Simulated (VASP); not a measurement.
# WSe2 (P-6m2) in VASP: a series of runs, part 2 of 2

VASP 6.6.1.

### 4 Single point, PBE+D3(BJ)

This run uses another cell than the first one, of the same volume but with other edges.

File INCAR:

```
SYSTEM = WSe2
ALGO     = Normal         ! electronic algorithm
EDIFF    = 1E-6           ! SCF threshold, eV
ENCUT    = 520            ! plane-wave cutoff, eV
GGA      = PE             ! functional
ISIF     = 2              ! what is computed and relaxed
ISMEAR   = 0              ! smearing method
IVDW     = 12             ! dispersion correction
LASPH    = .TRUE.         ! aspherical terms in the spheres
LCHARG   = .FALSE.        ! write CHGCAR
LREAL    = .FALSE.        ! projectors in reciprocal space
LWAVE    = .FALSE.        ! write WAVECAR
NBANDS   = 20             ! bands
NELM     = 60             ! most SCF steps
PREC     = Accurate       ! precision mode
SIGMA    = 0.05           ! smearing width, eV
```

File KPOINTS:

```
k-points
0
G
  9 9 4
  0 0 0
```

File POSCAR:

```
WSe2
1.0
    3.3795566996      0.0000000000      0.0000000000
   -1.6897783498      2.9267819554      0.0000000000
    0.0000000000      0.0000000000      6.5948669437
W Se
1 2
Direct
    0.0000000000      0.0000000000      0.0000000000
    0.3333333333      0.6666666667      0.2762384783
    0.3333333333      0.6666666667      0.7237615217
```

Potentials or basis: VASP PAW PBE potentials, release 64 (W_sv, Se).

Run with:

```
> cat potpaw_PBE.64/W_sv/POTCAR potpaw_PBE.64/Se/POTCAR > POTCAR
> mpirun -np 1 vasp_std > vasp.out
```

OUTCAR:

```text
SYSTEM = WSe2
   EDIFF = 1E-6
   ENCUT = 520
   GGA = PE
   ISIF = 2
   ISMEAR = 0
   IVDW = 12
   LASPH = .TRUE.
   LREAL = .FALSE.
   NELM = 60
   PREC = Accurate
 IVDW          = 12

 ion  position               nearest neighbor table
   1  0.000  0.000  0.000-   2 2.67   3 2.67   2 2.67   3 2.67   2 2.67   3 2.67
   2  0.333  0.667  0.276-   1 2.67   1 2.67   1 2.67
   3  0.333  0.667  0.724-   1 2.67   1 2.67   1 2.67

  LATTYP: Found a hexagonal cell.
 ALAT       =     3.3795566996
 C/A-ratio  =     1.9514000000

  Lattice vectors:

 A1 = (   3.3795566996,   0.0000000000,   0.0000000000)
 A2 = (  -1.6897783498,   2.9267819554,   0.0000000000)
 A3 = (   0.0000000000,   0.0000000000,   6.5948669437)

Analysis of symmetry for initial positions (statically):
=====================================================================
 Subroutine PRICEL returns:
 Original cell was already a primitive cell.

 Routine SETGRP: Setting up the symmetry group for a
 hexagonal supercell.

 Subroutine GETGRP returns: Found 12 space group operations
 (whereof 12 operations were pure point group operations)
 out of a pool of 24 trial point group operations.

The static configuration has the point symmetry D_3h.

Analysis of symmetry for dynamics (positions and initial velocities):
=====================================================================
 Subroutine PRICEL returns:
 Original cell was already a primitive cell.

 Routine SETGRP: Setting up the symmetry group for a
 hexagonal supercell.

 Subroutine GETGRP returns: Found 12 space group operations
 (whereof 12 operations were pure point group operations)
 out of a pool of 24 trial point group operations.

The dynamic configuration has the point symmetry D_3h.

 Subroutine INISYM returns: Found 12 space group operations
 (whereof 12 operations are pure point group operations),
 and found     1 'primitive' translations
[... 113 lines left out ...]
   EFERMI_NEDOS =   21; number of points for ismear=-14 and -15
   IALGO  =     38    algorithm
   IMIX   =      4    mixing-type and parameters
     AMIX     =   0.40;   BMIX     =  1.00
     AMIX_MAG =   1.60;   BMIX_MAG =  1.00
  volume/ion in A,a.u.               =      21.74       146.73
  Fermi-wavevector in a.u.,A,eV,Ry     =   1.204797  2.276736 19.749346  1.451536
  Thomas-Fermi vector in A             =   2.340512
   LORBIT       =      0    0 simple, 1 ext, 2 COOP (PROOUT), +10 PAW based schemes
   GGA     = PE    functional components
   LHFCALC =     F    Hartree Fock is set to
   AEXX    =    0.0000 exact exchange contribution
   IVDW    =    12    specifies the selected vdW correction
   LEPSILON=     F    determine dielectric tensor
   LRPA    =     F    only Hartree local field effects (RPA)
 non-spin polarized calculation
 Gauss-broadening in eV      SIGMA  =   0.05
  energy-cutoff  :      520.00
  volume of cell :       65.23
 maximum number of plane-waves:      1771
 NGX is ok and might be reduce to    28

 number of electron      25.9999997 magnetization

 Free energy of the ion-electron system (eV)
  ---------------------------------------------------
  ext. energy  EPLUGINS =         0.00000000
  ---------------------------------------------------
  free energy    TOTEN  =       -20.85274958 eV

  energy without entropy =      -20.85274958  energy(sigma->0) =      -20.85274958

 E-fermi :   5.9652     XC(G=0): -10.4903

 val. band max:        5.5759925358   @ k =   0.0000   0.0000   0.5000
 cond. band min:       6.1941829298   @ k =   0.2222   0.1111   0.0000
 fundamental gap:      0.6181903940
 Fermi energy:         5.9652248573

 k-point     1 :       0.0000    0.0000    0.0000
  band No.  band energies     occupation
      1     -68.9925      2.00000
      2     -33.1554      2.00000
      3     -33.0307      2.00000
      4     -33.0307      2.00000
      5      -9.1163      2.00000
      6      -7.6813      2.00000
[... 541 lines left out ...]
     19      11.5230      0.00000
     20      14.5673      0.00000

 [... further k-points ...]

------------------------ aborting loop because EDIFF is reached ----------------------------------------

 Edisp (eV)   -1.29817

 E8    (eV) :    -0.5789

  FORCE on cell =-STRESS in cart. coord.  units (eV):
  Direction    XX          YY          ZZ          XY          YZ          ZX
  --------------------------------------------------------------------------------------
  -------------------------------------------------------------------------------------
  Total      -4.89359    -4.89359    -5.13906     0.00000     0.00000     0.00000
  in kB    -120.19371  -120.19371  -126.22299     0.00000     0.00000     0.00000
  external pressure =     -122.20 kB  Pullay stress =        0.00 kB

 VOLUME and BASIS-vectors are now :
 -----------------------------------------------------------------------------
  energy-cutoff  :      520.00
  volume of cell :       65.23
      direct lattice vectors                 reciprocal lattice vectors
     3.379556700  0.000000000  0.000000000     0.295896796  0.170836095  0.000000000
    -1.689778350  2.926781955  0.000000000     0.000000000  0.341672190  0.000000000
     0.000000000  0.000000000  6.594866944     0.000000000  0.000000000  0.151633082

 POSITION                                       TOTAL-FORCE (eV/Angst)
 -----------------------------------------------------------------------------------
      0.00000      0.00000      0.00000        -0.000000      0.000000      0.000000
     -0.00000      1.95119      1.82176        -0.000000     -0.000000     -3.023170
     -0.00000      1.95119      4.77311         0.000000      0.000000      3.023170
 -----------------------------------------------------------------------------------
    total drift:                                0.000000     -0.000000     -0.000000

  FREE ENERGIE OF THE ION-ELECTRON SYSTEM (eV)
  ---------------------------------------------------
  free  energy   TOTEN  =       -22.1509161060 eV

  energy  without entropy=      -22.1509161060  energy(sigma->0) =      -22.15091611
```

stdout:

```text
POSCAR found type information on POSCAR W Se
 POSCAR found :  2 types and       3 ions
 scaLAPACK will be used
 LDA part: xc-table for (Slater+PW92), standard interpolation
 POSCAR, INCAR and KPOINTS ok, starting setup
 FFT: planning ... GRIDC
 FFT: planning ... GRID_SOFT
 FFT: planning ... GRID
 WAVECAR not read
 entering main loop
```

Wall time 56 s (1 thread of Intel Xeon 8259CL, shared host); peak memory 0.22 GiB.

What came out:

```yaml
Free_energy: -22.1509 eV
Pressure: -12.2 GPa
Largest_force: 3.023 eV/Å
Band_gap_on_the_k_mesh: 0.62 eV (least direct gap 1.24 eV)
Dispersion_energy_per_atom: -0.433 eV
```

Forces in eV/Å, atoms in the order of the input:
```
W    0.000  0.000  0.000
Se   0.000  0.000 -3.023
Se   0.000  0.000  3.023
```

Levels at points of the mesh, in eV from the valence-band top:
```csv
k point,band 10,band 11,band 12,band 13,band 14,band 15,band 16,band 17
"(0.00, 0.00, 0.00)",-1.37,-1.05,-1.05,-0.62,1.95,1.95,2.48,2.48
"(0.00, 0.00, 0.50)",-1.96,-1.20,-1.20,0.00,2.08,2.08,2.46,2.46
```

Caveat: the cell stands under tension; spin-orbit coupling is left out, which moves the levels of the heavy elements; an odd mesh through Γ misses points on the zone boundary, where band edges can lie; forces of over 1 eV/Å act on the atoms, so gaps and moduli don't describe the material at rest.

### 5 Summary

```csv
cell,gap on the mesh (eV),pressure (GPa),largest force (eV/Å)
"a = 3.189, b = 3.189, c = 7.405 Å, angles 90.0, 90.0, 120.0°, 3 atoms, atomic positions A",0.79,-6.7,2.08
"a = 3.435, b = 3.435, c = 6.385 Å, angles 90.0, 90.0, 120.0°, 3 atoms, atomic positions B",none,18.5,5.59
"a = 3.380, b = 3.380, c = 6.595 Å, angles 90.0, 90.0, 120.0°, 3 atoms, atomic positions C",0.62,-12.2,3.02
```

Alike in all rows: task single point; level PBE+D3(BJ); potentials or basis VASP PAW PBE potentials, release 64 (W_sv, Se); no spin polarisation; k mesh 9 × 9 × 4; cutoff (eV) 520; smearing gaussian 0.05 eV.

Caveats: spin-orbit coupling is left out, which moves the levels of the heavy elements; forces of over 1 eV/Å act on the atoms, so gaps and moduli don't describe the material at rest; the cell stands under tension (at least some runs); an odd mesh through Γ misses points on the zone boundary, where band edges can lie (at least some runs); the cell stands under pressure (at least some runs).

Absolute energies hang on the potentials; compare differences alone.
